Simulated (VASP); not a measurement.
# Bi (P6_3/mmc) in VASP: further runs

Bi is run at these levels: PBEsol; tasks: electric field gradients.

Everything below comes from runs of VASP 6.6.1. Logs are shortened: lines on timing, memory, paths and dates and some standing lists are left out, and cuts for length are marked.

## (1) The cell of the first run

Symmetry: P6_3/mmc, No. 194, hexagonal system. The conventional cell has a = 4.628 Å, b = 4.628 Å, c = 12.061 Å, α = 90.00°, β = 90.00°, γ = 120.00°.

This isn't the form of Bi at room conditions, which is rhombohedral.

## (2) Electric field gradients, PBEsol (111.86 Å³/atom)

Input file INCAR:

```
SYSTEM = Bi
PREC = Accurate
ENCUT = 520
EDIFF = 1E-8
ISMEAR = -1
SIGMA = 0.03
LREAL = .False.
LASPH = .True.
NELM = 100
ALGO = Normal
ISIF = 2
LWAVE = .False.
LCHARG = .False.
GGA = PS
LEFG = .True.
NBANDS = 22
```

Input file KPOINTS:

```
Automatic mesh
0
Gamma
  9 9 3
  0 0 0
```

Input file POSCAR:

```
Bi
1.0
    4.6280229066      0.0000000000      0.0000000000
   -2.3140114533      4.0079854064      0.0000000000
    0.0000000000      0.0000000000     12.0610000764
Bi
2
Direct
    0.3333333333      0.6666666667      0.2500000000
    0.6666666667      0.3333333333      0.7500000000
```

Potentials or basis: VASP PAW PBE potentials, release 64 (Bi_d).

Run with:

```sh
$ cat potpaw_PBE.64/Bi_d/POTCAR > POTCAR
$ mpirun -np 1 vasp_std > vasp.out
```

OUTCAR:

```text
SYSTEM = Bi
   PREC = Accurate
   ENCUT = 520
   EDIFF = 1E-8
   ISMEAR = -1
   LREAL = .False.
   LASPH = .True.
   NELM = 100
   ISIF = 2
   GGA = PS

 ion  position               nearest neighbor table
   1  0.333  0.667  0.250-
   2  0.667  0.333  0.750-

  LATTYP: Found a hexagonal cell.
 ALAT       =     4.6280229066
 C/A-ratio  =     2.6060804624

  Lattice vectors:

 A1 = (   4.6280229066,   0.0000000000,   0.0000000000)
 A2 = (  -2.3140114533,   4.0079854064,   0.0000000000)
 A3 = (   0.0000000000,   0.0000000000,  12.0610000764)

Analysis of symmetry for initial positions (statically):
=====================================================================
 Subroutine PRICEL returns:
 Original cell was already a primitive cell.

 Routine SETGRP: Setting up the symmetry group for a
 hexagonal supercell.

 Subroutine GETGRP returns: Found 24 space group operations
 (whereof 12 operations were pure point group operations)
 out of a pool of 24 trial point group operations.

The static configuration has the point symmetry D_3d.
 The point group associated with its full space group is D_6h.

Analysis of symmetry for dynamics (positions and initial velocities):
=====================================================================
 Subroutine PRICEL returns:
 Original cell was already a primitive cell.

 Routine SETGRP: Setting up the symmetry group for a
 hexagonal supercell.

 Subroutine GETGRP returns: Found 24 space group operations
 (whereof 12 operations were pure point group operations)
 out of a pool of 24 trial point group operations.

The dynamic configuration has the point symmetry D_3d.
 The point group associated with its full space group is D_6h.

 Subroutine INISYM returns: Found 24 space group operations
 (whereof 12 operations are pure point group operations),
 and found     1 'primitive' translations

----------------------------------------------------------------------------------------

                                     Primitive cell

  volume of cell :     223.7201

  direct lattice vectors                    reciprocal lattice vectors
     4.628022907  0.000000000  0.000000000     0.216074989  0.124750953  0.000000000
    -2.314011453  4.007985406  0.000000000     0.000000000  0.249501906  0.000000000
     0.000000000  0.000000000 12.061000076     0.000000000  0.000000000  0.082911864

  length of vectors
     4.628022907  4.628022907 12.061000076     0.249501906  0.249501906  0.082911864

  position of ions in fractional coordinates (direct lattice)
     0.333333333  0.666666667  0.250000000
     0.666666667  0.333333333  0.750000000

  ion indices of the primitive-cell ions
   primitive index   ion index
                 1           1
                 2           2

----------------------------------------------------------------------------------------

 KPOINTS: Automatic mesh

Automatic generation of k-mesh.
 Grid dimensions read from file:
 generate k-points for:    9    9    3

 Generating k-lattice:

  Cartesian coordinates                     Fractional coordinates (reciprocal lattice)
     0.024008332  0.013861217  0.000000000     0.111111111  0.000000000  0.000000000
     0.000000000  0.027722434  0.000000000     0.000000000  0.111111111  0.000000000
     0.000000000  0.000000000  0.027637288     0.000000000  0.000000000  0.333333333

  Length of vectors
     0.027722434  0.027722434  0.027637288

  Shift w.r.t. Gamma in fractional coordinates (k-lattice)
     0.000000000  0.000000000  0.000000000

 Subroutine IBZKPT returns following result:
 ===========================================

 Found     24 irreducible k-points:

 Following reciprocal coordinates:
            Coordinates               Weight
  0.000000  0.000000  0.000000      1.000000
  0.111111  0.000000  0.000000      6.000000
  0.222222  0.000000  0.000000      6.000000
  0.333333 -0.000000  0.000000      6.000000
  0.444444  0.000000  0.000000      6.000000
  0.111111  0.111111  0.000000      6.000000
[... 16 lines left out ...]
  0.333333  0.222222  0.333333     24.000000
  0.333333  0.333333  0.333333      4.000000
   k-points           NKPTS =     24   k-points in BZ     NKDIM =     24   number of bands    NBANDS=     22
   number of dos      NEDOS =    301   number of ions     NIONS =      2
   total plane-waves  NPLWV = 116640
   dimension x,y,z NGX =    36 NGY =   36 NGZ =   90
   dimension x,y,z NGXF=    72 NGYF=   72 NGZF=  180
   ions per type =               2
   NGX,Y,Z   is equivalent  to a cutoff of  12.93, 12.93, 12.41 a.u.
   NGXF,Y,Z  is equivalent  to a cutoff of  25.86, 25.86, 24.81 a.u.
 SYSTEM =  Bi
   PREC   = accura    normal or accurate (medium, high low for compatibility)
   ISTART =      0    job   : 0-new  1-cont  2-samecut
   ICHARG =      2    charge: 1-file 2-atom 10-const
   ISPIN  =      1    spin polarized calculation?
   LNONCOLLINEAR =      F non collinear calculations
   LSORBIT =      F    spin-orbit coupling
   LASPH  =      T    aspherical Exc in radial PAW
   ENCUT  =  520.0 eV  38.22 Ry    6.18 a.u.   8.61  8.61 22.43*2*pi/ulx,y,z
   NELM   =    100;   NELMIN=  2; NELMDL= -5     # of ELM steps
   EDIFF  = 0.1E-07   stopping-criterion for ELM
   LREAL  =      F    real-space projection
   EDIFFG = 0.1E-06   stopping-criterion for IOM
   NSW    =      0    number of steps for IOM
   IBRION =     -1    ionic relax: 0-MD 1-quasi-New 2-CG
   NFREE  =      0    steps in history (QN), initial steepest desc. (CG)
   ISIF   =      2    stress and relaxation
   ISYM   =      2    0-nonsym 1-usesym 2-fastsym
   POTIM  = 0.5000    time-step for ionic-motion
   TEBEG  =    0.0;   TEEND  =   0.0 temperature during run
   PSTRESS=    0.0 pullay stress
   NELECT =      30.0000    total number of electrons
   NUPDOWN=      -1.0000    fix difference up-down
   EMIN   =  10.00;   EMAX   =-10.00  energy-range for DOS
   EFERMI =   0.00;   METHOD = LEGACY
   ISMEAR =    -1;   SIGMA  =   0.03  broadening in eV -4-tet -1-fermi 0-gaus
   EFERMI_NEDOS =   21; number of points for ismear=-14 and -15
   IALGO  =     38    algorithm
   IMIX   =      4    mixing-type and parameters
     AMIX     =   0.40;   BMIX     =  1.00
     AMIX_MAG =   1.60;   BMIX_MAG =  1.00
  volume/ion in A,a.u.               =     111.86       754.87
  Fermi-wavevector in a.u.,A,eV,Ry     =   0.837941  1.583479  9.553271  0.702146
  Thomas-Fermi vector in A             =   1.951914
   LORBIT       =      0    0 simple, 1 ext, 2 COOP (PROOUT), +10 PAW based schemes
   GGA     = PS    functional components
   LHFCALC =     F    Hartree Fock is set to
   AEXX    =    0.0000 exact exchange contribution
   IVDW    =     0    specifies the selected vdW correction
   LEPSILON=     F    determine dielectric tensor
   LRPA    =     F    only Hartree local field effects (RPA)
 non-spin polarized calculation
  energy-cutoff  :      520.00
  volume of cell :      223.72
 maximum number of plane-waves:      6052
 NGX is ok and might be reduce to    36
   NGX = 17   NGY = 17   NGZ = 45

 number of electron      30.0000012 magnetization

 Free energy of the ion-electron system (eV)
  ---------------------------------------------------
  ext. energy  EPLUGINS =         0.00000000
  ---------------------------------------------------
  free energy    TOTEN  =        -3.11385204 eV

  energy without entropy =       -3.09003656  energy(sigma->0) =       -3.10194430

 E-fermi :  -1.3607     XC(G=0):  -5.2374

 val. band max:       -1.3609189492   @ k =   0.3333  -0.0000   0.3333
 cond. band min:      -1.3563546043   @ k =   0.3333   0.1111   0.3333
 fundamental gap:      0.0045643449
 Fermi energy:        -1.3606552804

 k-point     1 :       0.0000    0.0000    0.0000
  band No.  band energies     occupation
      1     -24.1276      2.00000
      2     -24.1275      2.00000
      3     -24.1240      2.00000
      4     -24.1240      2.00000
      5     -24.1240      2.00000
      6     -24.1240      2.00000
[... 14 lines left out ...]
     21       4.2312      0.00000
     22       4.3648      0.00000

 k-point     2 :       0.1111    0.0000    0.0000
  band No.  band energies     occupation
      1     -24.1272      2.00000
      2     -24.1272      2.00000
      3     -24.1242      2.00000
      4     -24.1242      2.00000
      5     -24.1241      2.00000
      6     -24.1240      2.00000
[... 542 lines left out ...]
 k-point    24 :       0.3333    0.3333    0.3333
  band No.  band energies     occupation
      1     -24.1253      2.00000
      2     -24.1253      2.00000
      3     -24.1253      2.00000
      4     -24.1253      2.00000
      5     -24.1243      2.00000
      6     -24.1243      2.00000
[... 14 lines left out ...]
     21       4.1929      0.00000
     22       4.6763      0.00000

------------------------ aborting loop because EDIFF is reached ----------------------------------------

  FORCE on cell =-STRESS in cart. coord.  units (eV):
  Direction    XX          YY          ZZ          XY          YZ          ZX
  --------------------------------------------------------------------------------------
  -------------------------------------------------------------------------------------
  Total       -6.5149919     -6.5149919     -0.4566784      0.0000000      0.0000000      0.0000000
  in kB      -46.6572900    -46.6572900     -3.2705146      0.0000000      0.0000000      0.0000000
  external PRESSURE =     -32.1950315 kB  Pullay stress =       0.0000000 kB

 VOLUME and BASIS-vectors are now :
 -----------------------------------------------------------------------------
  energy-cutoff  :      520.00
  volume of cell :      223.72
      direct lattice vectors                 reciprocal lattice vectors
     4.628022907  0.000000000  0.000000000     0.216074989  0.124750953  0.000000000
    -2.314011453  4.007985406  0.000000000     0.000000000  0.249501906  0.000000000
     0.000000000  0.000000000 12.061000076     0.000000000  0.000000000  0.082911864

 POSITION                                       TOTAL-FORCE (eV/Angst)
 -----------------------------------------------------------------------------------
     -0.00000      2.67199      3.01525         0.000000      0.000000      0.000000
      2.31401      1.33600      9.04575        -0.000000      0.000000      0.000000
 -----------------------------------------------------------------------------------
    total drift:                                0.000000     -0.000000      0.000000

  FREE ENERGIE OF THE ION-ELECTRON SYSTEM (eV)
  ---------------------------------------------------
  free  energy   TOTEN  =        -3.1138520378 eV

  energy  without entropy=       -3.0900365607  energy(sigma->0) =       -3.10194430

 Electric field gradients (V/A^2)
---------------------------------------------------------------------
 ion       V_xx      V_yy      V_zz      V_xy      V_xz      V_yz
---------------------------------------------------------------------
   1      68.567    68.566  -137.134    -0.001    -0.000     0.000
   2      68.567    68.566  -137.134    -0.001     0.000    -0.000
---------------------------------------------------------------------

 Electric field gradients after diagonalization (V/A^2)
 (convention: |V_zz| > |V_xx| > |V_yy|)
----------------------------------------------------------------------
 ion       V_xx      V_yy      V_zz     asymmetry (V_yy - V_xx)/ V_zz
----------------------------------------------------------------------
   1      68.568    68.566  -137.134       0.000
   2      68.568    68.566  -137.134       0.000
----------------------------------------------------------------------

           NMR quadrupolar parameters

 Cq : quadrupolar parameter    Cq=e*Q*V_zz/h
 eta: asymmetry parameters     (V_yy - V_xx)/ V_zz
 Q  : nuclear electric quadrupole moment in mb (millibarn)
----------------------------------------------------------------------
 ion       Cq(MHz)       eta       Q (mb)
----------------------------------------------------------------------
   1      -0.332       0.000       1.000
   2      -0.332       0.000       1.000
----------------------------------------------------------------------
```

Run time: 90 s. Hardware: 1 thread of AMD EPYC 7R13 (Zen 3), shared host; peak memory 0.33 GiB.

What came out:

* Free energy: -3.1139 eV
* Pressure: -3.2 GPa
* Band gap on the k mesh: zero (bands 15 and 16 overlap by 1.93 eV)
* Largest electric field gradient by atom: Bi -137.1 V/Å²

Electric field gradients, principal values (V/Å²):
```csv
atom,least,middle,greatest (by size)
1 Bi,68.566,68.568,-137.134
2 Bi,68.566,68.568,-137.134
```

Caveat: the cell stands under tension; without QUAD_EFG the Cq values of the log hold for a quadrupole moment of 1 mb, not for the nuclei; the PAW data sets were made with another functional, which shifts forces and pressure a little; spin-orbit coupling is left out, which moves the levels of the heavy elements.

## (3) Electric field gradients, PBEsol (equal xx and yy strain of +3 %)

Input file INCAR:

```
ALGO = Normal
EDIFF = 1E-8
ENCUT = 520
GGA = PS
ISIF = 2
ISMEAR = -1
LASPH = T
LCHARG = F
LEFG = T
LREAL = F
LWAVE = F
NBANDS = 22
NELM = 60
PREC = Accurate
SIGMA = 0.03
```

Input file KPOINTS:

```
k-points
0
Gamma
  9 9 3
```

Input file POSCAR:

```
Bi
1.0
    4.6751703087      0.0000000000      0.0000000000
   -2.3375851544      4.0488162544      0.0000000000
    0.0000000000      0.0000000000     11.8290000000
Bi
2
Direct
    0.3333333333      0.6666666667      0.2500000000
    0.6666666667      0.3333333333      0.7500000000
```

Potentials or basis: VASP PAW PBE potentials, release 64 (Bi_d).

Run with:

```sh
$ cat potpaw_PBE.64/Bi_d/POTCAR > POTCAR
$ mpirun -np 1 vasp_std > vasp.out
```

OUTCAR:

```text
EDIFF = 1E-8
   ENCUT = 520
   GGA = PS
   ISIF = 2
   ISMEAR = -1
   LASPH = T
   LREAL = F
   NELM = 60
   PREC = Accurate

 ion  position               nearest neighbor table
   1  0.333  0.667  0.250-
   2  0.667  0.333  0.750-

  LATTYP: Found a hexagonal cell.
 ALAT       =     4.6751703087
 C/A-ratio  =     2.5301752062

  Lattice vectors:

 A1 = (   4.6751703087,   0.0000000000,   0.0000000000)
 A2 = (  -2.3375851544,   4.0488162544,   0.0000000000)
 A3 = (   0.0000000000,   0.0000000000,  11.8290000000)

[... 808 lines left out ...]
  FREE ENERGIE OF THE ION-ELECTRON SYSTEM (eV)
  ---------------------------------------------------
  free  energy   TOTEN  =        -2.9934589256 eV

  energy  without entropy=       -2.9684890024  energy(sigma->0) =       -2.98097396

 Electric field gradients (V/A^2)
---------------------------------------------------------------------
 ion       V_xx      V_yy      V_zz      V_xy      V_xz      V_yz
---------------------------------------------------------------------
   1      70.398    70.396  -140.794    -0.002    -0.000     0.000
   2      70.398    70.396  -140.794    -0.002     0.000    -0.000
---------------------------------------------------------------------

 Electric field gradients after diagonalization (V/A^2)
 (convention: |V_zz| > |V_xx| > |V_yy|)
----------------------------------------------------------------------
 ion       V_xx      V_yy      V_zz     asymmetry (V_yy - V_xx)/ V_zz
----------------------------------------------------------------------
   1      70.399    70.395  -140.794       0.000
   2      70.399    70.395  -140.794       0.000
----------------------------------------------------------------------

           NMR quadrupolar parameters

 Cq : quadrupolar parameter    Cq=e*Q*V_zz/h
 eta: asymmetry parameters     (V_yy - V_xx)/ V_zz
 Q  : nuclear electric quadrupole moment in mb (millibarn)
----------------------------------------------------------------------
 ion       Cq(MHz)       eta       Q (mb)
----------------------------------------------------------------------
   1      -0.340       0.000       1.000
   2      -0.340       0.000       1.000
----------------------------------------------------------------------
```

stdout:

```text
POSCAR found type information on POSCAR Bi
 POSCAR found :  1 types and       2 ions
 scaLAPACK will be used
 -----------------------------------------------------------------------------
|                                                                             |
|                                                                             |
|     You enforced a specific xc type in the INCAR file but a different       |
|     I HOPE YOU KNOW WHAT YOU ARE DOING!                                     |
|                                                                             |
 -----------------------------------------------------------------------------

 LDA part: xc-table for (Slater+PW92), standard interpolation
 POSCAR, INCAR and KPOINTS ok, starting setup
 FFT: planning ... GRIDC
 FFT: planning ... GRID_SOFT
 FFT: planning ... GRID
 WAVECAR not read
 entering main loop
ion   1

ion   2
```

Run time: 94 s. Hardware: 1 thread of AMD EPYC 7R13 (Zen 3), shared host; peak memory 0.33 GiB.

Results:

```
Free energy                             : -2.9935 eV
Pressure                                : -3.2 GPa
Band gap on the k mesh                  : zero (bands 15 and 16 overlap by 1.83 eV)
Largest electric field gradient by atom : Bi -140.8 V/Å²
```

Stress tensor (GPa, compression positive):
```
-4.54  0.00  0.00
 0.00 -4.54  0.00
 0.00  0.00 -0.41
```

Levels at points of the mesh, in eV from the Fermi level:
```csv
k point,band 13,band 14,band 15,band 16,band 17,band 18
"(0.00, 0.00, 0.00)",-0.74,-0.25,1.21,1.21,1.22,1.22
```

Electric field gradients, principal values (V/Å²):
```tsv
atom	least	middle	greatest (by size)
1 Bi	70.395	70.399	-140.794
2 Bi	70.395	70.399	-140.794
```

Caveat: the cell differs from its parent crystal (equal xx and yy strain of +3 %); the cell stands under tension; without QUAD_EFG the Cq values of the log hold for a quadrupole moment of 1 mb, not for the nuclei; the PAW data sets were made with another functional, which shifts forces and pressure a little; spin-orbit coupling is left out, which moves the levels of the heavy elements.

(Part 1 of 2 ends here.)
